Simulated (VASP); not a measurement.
# Cu (Fm-3m) in VASP: notebook

Cu is run at these levels: PBE; tasks: single point.

All numbers are computed with VASP 6.6.1; they aren't measurements. Logs are shortened: lines on timing, memory, paths and dates and some standing lists are left out, and cuts for length are marked.

## Step 1: The cell of the first run

Symmetry: Fm-3m, No. 225, cubic system. The conventional cell has a = 3.495 Å, b = 3.495 Å, c = 3.495 Å, α = 90.00°, β = 90.00°, γ = 90.00°. Within 3.3 Å of Cu (site symmetry m-3m) lie 12 Cu at 2.47 Å.

## Step 2: Single point, PBE (volume 10.670 Å^3 an atom, c/a of the conventional cell 1.0000)

The input, INCAR:

```
SYSTEM = Cu
  PREC = Accurate
  ENCUT = 520
  EDIFF = 1E-6
  ISMEAR = 0
  SIGMA = 0.15
  LREAL = .False.
  LASPH = .True.
  NELM = 80
  ALGO = Normal
  ISIF = 2
  LWAVE = .False.
  LCHARG = .False.
  GGA = PE
  NBANDS = 12
```

The input, KPOINTS:

```
regular mesh
0
Gamma
  24 24 24
  0 0 0
```

The input, POSCAR:

```
Cu
1.0
    0.0000000000      1.7473429064      1.7473429064
    1.7473429064      0.0000000000      1.7473429064
    1.7473429064      1.7473429064      0.0000000000
Cu
1
Direct
    0.0000000000      0.0000000000      0.0000000000
```

Potentials or basis: VASP PAW PBE potentials, release 64 (Cu).

On the command line:

```console
$ cat potpaw_PBE.64/Cu/POTCAR > POTCAR
$ mpirun -np 1 vasp_std > vasp.out
```

OUTCAR:

```text
SYSTEM = Cu
   PREC = Accurate
   ENCUT = 520
   EDIFF = 1E-6
   ISMEAR = 0
   LREAL = .False.
   LASPH = .True.
   NELM = 80
   ISIF = 2
   GGA = PE

 ion  position               nearest neighbor table
   1  0.000  0.000  0.000-

  LATTYP: Found a face centered cubic cell.
 ALAT       =     3.4946858128

  Lattice vectors:

 A1 = (   0.0000000000,   1.7473429064,   1.7473429064)
 A2 = (   1.7473429064,   0.0000000000,   1.7473429064)
 A3 = (   1.7473429064,   1.7473429064,   0.0000000000)

Analysis of symmetry for initial positions (statically):
=====================================================================
 Subroutine PRICEL returns:
 Original cell was already a primitive cell.

 Routine SETGRP: Setting up the symmetry group for a
 face centered cubic supercell.

 Subroutine GETGRP returns: Found 48 space group operations
 (whereof 48 operations were pure point group operations)
 out of a pool of 48 trial point group operations.

The static configuration has the point symmetry O_h .

Analysis of symmetry for dynamics (positions and initial velocities):
=====================================================================
 Subroutine PRICEL returns:
 Original cell was already a primitive cell.

 Routine SETGRP: Setting up the symmetry group for a
 face centered cubic supercell.

 Subroutine GETGRP returns: Found 48 space group operations
 (whereof 48 operations were pure point group operations)
 out of a pool of 48 trial point group operations.

The dynamic configuration has the point symmetry O_h .

 Subroutine INISYM returns: Found 48 space group operations
 (whereof 48 operations are pure point group operations),
 and found     1 'primitive' translations

----------------------------------------------------------------------------------------

                                     Primitive cell

  volume of cell :      10.6700

  direct lattice vectors                    reciprocal lattice vectors
     0.000000000  1.747342906  1.747342906    -0.286148757  0.286148757  0.286148757
     1.747342906  0.000000000  1.747342906     0.286148757 -0.286148757  0.286148757
     1.747342906  1.747342906  0.000000000     0.286148757  0.286148757 -0.286148757

  length of vectors
     2.471116036  2.471116036  2.471116036     0.495624185  0.495624185  0.495624185

  position of ions in fractional coordinates (direct lattice)
     0.000000000  0.000000000  0.000000000

  ion indices of the primitive-cell ions
   primitive index   ion index
                 1           1

----------------------------------------------------------------------------------------

 KPOINTS: regular mesh

Automatic generation of k-mesh.
 Grid dimensions read from file:
 generate k-points for:   24   24   24

 Generating k-lattice:

  Cartesian coordinates                     Fractional coordinates (reciprocal lattice)
    -0.011922865  0.011922865  0.011922865     0.041666667  0.000000000  0.000000000
     0.011922865 -0.011922865  0.011922865     0.000000000  0.041666667  0.000000000
     0.011922865  0.011922865 -0.011922865     0.000000000  0.000000000  0.041666667

  Length of vectors
     0.020651008  0.020651008  0.020651008

  Shift w.r.t. Gamma in fractional coordinates (k-lattice)
     0.000000000  0.000000000  0.000000000

 Subroutine IBZKPT returns following result:
 ===========================================

 Found    413 irreducible k-points:

 Following reciprocal coordinates:
            Coordinates               Weight
  0.000000  0.000000  0.000000      1.000000
  0.041667  0.000000  0.000000      8.000000
  0.083333  0.000000  0.000000      8.000000
  0.125000  0.000000  0.000000      8.000000
  0.166667  0.000000  0.000000      8.000000
  0.208333  0.000000  0.000000      8.000000
[... 16 lines left out ...]
  0.416667  0.041667  0.000000     24.000000
  0.458333  0.041667  0.000000     24.000000
 [... further k-points ...]
   k-points           NKPTS =    413   k-points in BZ     NKDIM =    413   number of bands    NBANDS=     12
   number of dos      NEDOS =    301   number of ions     NIONS =      1
   total plane-waves  NPLWV =   5832
   dimension x,y,z NGX =    18 NGY =   18 NGZ =   18
   dimension x,y,z NGXF=    36 NGYF=   36 NGZF=   36
   ions per type =               1
   NGX,Y,Z   is equivalent  to a cutoff of  12.11, 12.11, 12.11 a.u.
   NGXF,Y,Z  is equivalent  to a cutoff of  24.22, 24.22, 24.22 a.u.
 SYSTEM =  Cu
   PREC   = accura    normal or accurate (medium, high low for compatibility)
   ISTART =      0    job   : 0-new  1-cont  2-samecut
   ICHARG =      2    charge: 1-file 2-atom 10-const
   ISPIN  =      1    spin polarized calculation?
   LNONCOLLINEAR =      F non collinear calculations
   LSORBIT =      F    spin-orbit coupling
   LASPH  =      T    aspherical Exc in radial PAW
   ENCUT  =  520.0 eV  38.22 Ry    6.18 a.u.   4.59  4.59  4.59*2*pi/ulx,y,z
   NELM   =     80;   NELMIN=  2; NELMDL= -5     # of ELM steps
   EDIFF  = 0.1E-05   stopping-criterion for ELM
   LREAL  =      F    real-space projection
[... 7 lines left out ...]
   TEBEG  =    0.0;   TEEND  =   0.0 temperature during run
   PSTRESS=    0.0 pullay stress
   NELECT =      11.0000    total number of electrons
   NUPDOWN=      -1.0000    fix difference up-down
   EMIN   =  10.00;   EMAX   =-10.00  energy-range for DOS
   EFERMI =   0.00;   METHOD = LEGACY
   ISMEAR =     0;   SIGMA  =   0.15  broadening in eV -4-tet -1-fermi 0-gaus
   EFERMI_NEDOS =   21; number of points for ismear=-14 and -15
   IALGO  =     38    algorithm
   IMIX   =      4    mixing-type and parameters
     AMIX     =   0.40;   BMIX     =  1.00
     AMIX_MAG =   1.60;   BMIX_MAG =  1.00
  volume/ion in A,a.u.               =      10.67        72.00
  Fermi-wavevector in a.u.,A,eV,Ry     =   1.653805  3.125238 37.212892  2.735070
  Thomas-Fermi vector in A             =   2.742180
   LORBIT       =      0    0 simple, 1 ext, 2 COOP (PROOUT), +10 PAW based schemes
   GGA     = PE    functional components
   LHFCALC =     F    Hartree Fock is set to
   AEXX    =    0.0000 exact exchange contribution
   IVDW    =     0    specifies the selected vdW correction
   LEPSILON=     F    determine dielectric tensor
   LRPA    =     F    only Hartree local field effects (RPA)
 non-spin polarized calculation
 Gauss-broadening in eV      SIGMA  =   0.15
  energy-cutoff  :      520.00
  volume of cell :       10.67
 maximum number of plane-waves:       302
   NGX =  9   NGY =  9   NGZ =  9

 number of electron      10.9999991 magnetization

 Free energy of the ion-electron system (eV)
  ---------------------------------------------------
  ext. energy  EPLUGINS =         0.00000000
  ---------------------------------------------------
  free energy    TOTEN  =        -3.64860380 eV

  energy without entropy =       -3.64565924  energy(sigma->0) =       -3.64713152

 E-fermi :   8.9460     XC(G=0): -13.3263

 val. band max:        8.9318073702   @ k =   0.4583   0.2500   0.0000
 cond. band min:       8.9643334089   @ k =  -0.4167   0.1250   0.0417
 fundamental gap:      0.0325260386
 Fermi energy:         8.9459620556

 k-point     1 :       0.0000    0.0000    0.0000
  band No.  band energies     occupation
      1      -1.2386      2.00000
      2       5.5564      2.00000
      3       5.5564      2.00000
      4       5.5564      2.00000
      5       6.5189      2.00000
      6       6.5189      2.00000
      7      32.3144      0.00000
      8      35.7661      0.00000
      9      35.7661      0.00000
     10      35.7661      0.00000
     11      38.3897      0.00000
     12      38.3897      0.00000

 k-point     2 :       0.0417    0.0000    0.0000
  band No.  band energies     occupation
      1      -1.1704      2.00000
      2       5.5401      2.00000
      3       5.5706      2.00000
      4       5.5706      2.00000
      5       6.5129      2.00000
      6       6.5129      2.00000
      7      32.0585      0.00000
      8      34.6668      0.00000
      9      35.5447      0.00000
     10      35.5447      0.00000
     11      38.6998      0.00000
     12      38.6998      0.00000

 k-point     3 :       0.0833    0.0000    0.0000
  band No.  band energies     occupation
      1      -0.9672      2.00000
      2       5.4938      2.00000
      3       5.6100      2.00000
      4       5.6100      2.00000
      5       6.4980      2.00000
      6       6.4980      2.00000
      7      30.8751      0.00000
      8      33.5854      0.00000
      9      35.0714      0.00000
     10      35.0714      0.00000
     11      39.4188      0.00000
     12      39.4188      0.00000
[... 286 lines left out ...]
 k-point    23 :       0.4167    0.0417    0.0000
  band No.  band energies     occupation
      1       3.0375      2.00000
      2       5.5355      2.00000
      3       5.5926      2.00000
      4       6.1994      2.00000
      5       7.1091      2.00000
      6       7.2501      2.00000
      7      15.3839      0.00000
      8      30.6767      0.00000
      9      31.5302      0.00000
     10      32.8868      0.00000
     11      36.1952      0.00000
     12      37.2359      0.00000

 k-point    24 :       0.4583    0.0417    0.0000
  band No.  band energies     occupation
      1       3.2055      2.00000
      2       5.5017      2.00000
      3       5.5573      2.00000
      4       6.6279      2.00000
      5       7.1680      2.00000
      6       7.6324      2.00000
      7      14.0406      0.00000
      8      30.4805      0.00000
      9      31.6924      0.00000
     10      32.3988      0.00000
     11      36.1902      0.00000
     12      36.6512      0.00000

 [... further k-points ...]
[... 5 lines left out ...]
  --------------------------------------------------------------------------------------
  -------------------------------------------------------------------------------------
  Total        1.4591183      1.4591183      1.4591183     -0.0000000      0.0000000     -0.0000000
  in kB      219.0971253    219.0971253    219.0971253     -0.0000000      0.0000000     -0.0000000
  external PRESSURE =     219.0971253 kB  Pullay stress =       0.0000000 kB

 VOLUME and BASIS-vectors are now :
 -----------------------------------------------------------------------------
  energy-cutoff  :      520.00
  volume of cell :       10.67
      direct lattice vectors                 reciprocal lattice vectors
     0.000000000  1.747342906  1.747342906    -0.286148757  0.286148757  0.286148757
     1.747342906  0.000000000  1.747342906     0.286148757 -0.286148757  0.286148757
     1.747342906  1.747342906  0.000000000     0.286148757  0.286148757 -0.286148757

 POSITION                                       TOTAL-FORCE (eV/Angst)
 -----------------------------------------------------------------------------------
      0.00000      0.00000      0.00000        -0.000000     -0.000000      0.000000
 -----------------------------------------------------------------------------------
    total drift:                               -0.000000     -0.000000     -0.000000

  FREE ENERGIE OF THE ION-ELECTRON SYSTEM (eV)
  ---------------------------------------------------
  free  energy   TOTEN  =        -3.6486037975 eV

  energy  without entropy=       -3.6456592392  energy(sigma->0) =       -3.64713152
```

Wall time 18 s (1 thread of Intel Xeon 6975P-C (Granite Rapids), shared host); peak memory 0.16 GiB.

What came out:

```yaml
Free_energy: -3.6486 eV
Pressure: 21.9 GPa
```

Caveat: the cell differs from its parent crystal (volume 10.670 Å^3 an atom, c/a of the conventional cell 1.0000).

## Step 3: Single point, PBE (volume 11.307 Å^3 an atom, c/a of the conventional cell 1.0000)

The input, INCAR:

```
SYSTEM = Cu
PREC = Accurate ; ENCUT = 520
EDIFF = 1E-7 ; ISMEAR = 0
SIGMA = 0.15 ; LREAL = .FALSE.
LASPH = .TRUE. ; NELM = 100
ALGO = Normal ; ISIF = 2
LWAVE = .FALSE. ; LCHARG = .TRUE.
GGA = PE ; LELF = .TRUE.
LVHAR = .TRUE. ; NBANDS = 12
```

The input, KPOINTS:

```
Automatic mesh
0
G
  24 24 24
  0 0 0
```

The input, POSCAR:

```
Cu
1.0
    0.0000000000      1.7814451925      1.7814451925
    1.7814451925      0.0000000000      1.7814451925
    1.7814451925      1.7814451925      0.0000000000
Cu
1
Direct
    0.0000000000      0.0000000000      0.0000000000
```

Potentials or basis: VASP PAW PBE potentials, release 64 (Cu).

On the command line:

```console
$ cat potpaw_PBE.64/Cu/POTCAR > POTCAR
$ mpirun -np 1 vasp_std > vasp.out
```

Run time: 22 s. Hardware: 1 thread of Intel Xeon 6975P-C (Granite Rapids), shared host; peak memory 0.17 GiB.

The run converged. Its results:

* Free energy: -3.7103 eV
* Pressure: 9.6 GPa

Levels at points of the mesh, in eV from the Fermi level:
| k point | band 4 | band 5 | band 6 | band 7 | band 8 | band 9 |
| --- | --- | --- | --- | --- | --- | --- |
| (0.00, 0.00, 0.00) | -3.18 | -2.31 | -2.31 | 22.92 | 25.91 | 25.91 |
| (0.50, 0.00, 0.00) | -1.70 | -1.70 | -1.15 | 3.96 | 21.39 | 22.74 |
| (0.50, 0.50, 0.00) | -1.54 | -1.54 | 1.44 | 7.40 | 13.40 | 13.40 |

Caveat: the cell differs from its parent crystal (volume 11.307 Å^3 an atom, c/a of the conventional cell 1.0000).

## Step 4: Single point, PBE

This run uses another cell than the first one, of 11.94 Å³/atom, 1.119 times its volume.

The input, INCAR:

```
  PREC = Accurate
  ENCUT = 520
  EDIFF = 1E-7
  ISMEAR = 0
  SIGMA = 0.15
  LREAL = False
  LASPH = True
  NELM = 100
  ALGO = Normal
  ISIF = 2
  LWAVE = False
  LCHARG = False
  GGA = PE
  NBANDS = 12
```

The input, KPOINTS:

```
Automatic mesh
0
Gamma
  24 24 24
```

The input, POSCAR:

```
Cu
1.0
    0.0000000000      1.8143062373      1.8143062373
    1.8143062373      0.0000000000      1.8143062373
    1.8143062373      1.8143062373      0.0000000000
Cu
1
Direct
    0.0000000000      0.0000000000      0.0000000000
```

On the command line:

```console
$ cat potpaw_PBE.64/Cu/POTCAR > POTCAR
$ mpirun -np 1 vasp_std > vasp.out
```

Run time: 24 s. Hardware: 1 thread of Intel Xeon 6975P-C (Granite Rapids), shared host; peak memory 0.16 GiB.

It converged, with:

* Free energy: -3.7302 eV
* Pressure: 0.7 GPa

Levels at points of the mesh, in eV from the Fermi level:
```tsv
k point	band 4	band 5	band 6	band 7	band 8	band 9
(0.00, 0.00, 0.00)	-3.01	-2.20	-2.20	22.49	25.05	25.05
(0.50, 0.00, 0.00)	-1.64	-1.64	-0.98	3.69	20.99	21.88
(0.50, 0.50, 0.00)	-1.50	-1.50	1.49	7.02	12.98	12.98
```

## Step 5: Overview

```tsv
cell	gap on the mesh (eV)	pressure (GPa)
a = 2.471 Å, angles 60.0°, 1 atom	none	21.9
a = 2.519 Å, angles 60.0°, 1 atom	none	9.6
a = 2.566 Å, angles 60.0°, 1 atom	none	0.7
```

Alike in all rows: task single point; level PBE; potentials or basis VASP PAW PBE potentials, release 64 (Cu); no spin polarisation; k mesh 24 × 24 × 24; cutoff (eV) 520; smearing gaussian 0.15 eV.

Absolute energies hang on the potentials; compare differences alone.
